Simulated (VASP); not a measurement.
Crystal: Al.

```
Al
1.0
     2.82708    0.00000    0.00000
    -1.41354    2.44832    0.00000
     0.00000    0.00000    9.18599
Al
4
Direct
  0.00000 0.00000 0.00000
  0.00000 0.00000 0.50000
  0.33333 0.66667 0.25000
  0.66667 0.33333 0.75000
```

```yaml
Program: VASP 6.6.1
Task: relaxation of cell and atoms
Functional: PBEsol
Dispersion: D3(BJ)
Potentials_or_basis: VASP PAW PBE potentials, release 64 (Al)
Cutoff: 600 eV
k_mesh: 9 × 9 × 2
Occupations: methfessel-paxton, width 0.1 eV
Spin: no spin polarisation
```

At the start: pressure -1.5 GPa; volume 15.90 Å³/atom.

Question: How do energy, volume and symmetry change on relaxing?

Answer: Over 8 steps the energy falls by 5.1 meV/atom and the volume is 15.60 Å³/atom (-1.9 %); space group P6_3/mmc (No. 194, to 0.05 Å).

The path:
```tsv
step	energy change (eV)	largest force (eV/Å)	pressure (GPa)	volume (Å³)
1	0.0000	0.0000	-1.50	63.58
2	-0.0190	0.0000	0.22	62.22
3	-0.0193	0.0000	0.68	61.94
4	-0.0194	0.0000	0.50	62.04
5	-0.0201	0.0000	0.04	62.39
6	-0.0203	0.0000	0.20	62.27
7	-0.0204	0.0000	-0.09	62.45
8	-0.0204	0.0000	0.01	62.38
```

Final structure:
```cif
data_structure
_symmetry_space_group_name_H-M 'P 1'
_symmetry_Int_Tables_number 1
_cell_length_a 2.8318
_cell_length_b 2.8318
_cell_length_c 8.9831
_cell_angle_alpha 90.000
_cell_angle_beta 90.000
_cell_angle_gamma 120.000
_cell_volume 62.38
loop_
_atom_site_label
_atom_site_type_symbol
_atom_site_fract_x
_atom_site_fract_y
_atom_site_fract_z
_atom_site_occupancy
Al1 Al 0.00000 0.00000 0.00000 1
Al2 Al 0.00000 0.00000 0.50000 1
Al3 Al 0.33333 0.66667 0.25000 1
Al4 Al 0.66667 0.33333 0.75000 1
```

Caveat: the PAW data sets were made with another functional, which shifts forces and pressure a little; pairwise dispersion overbinds metals, which lowers pressure and volume.
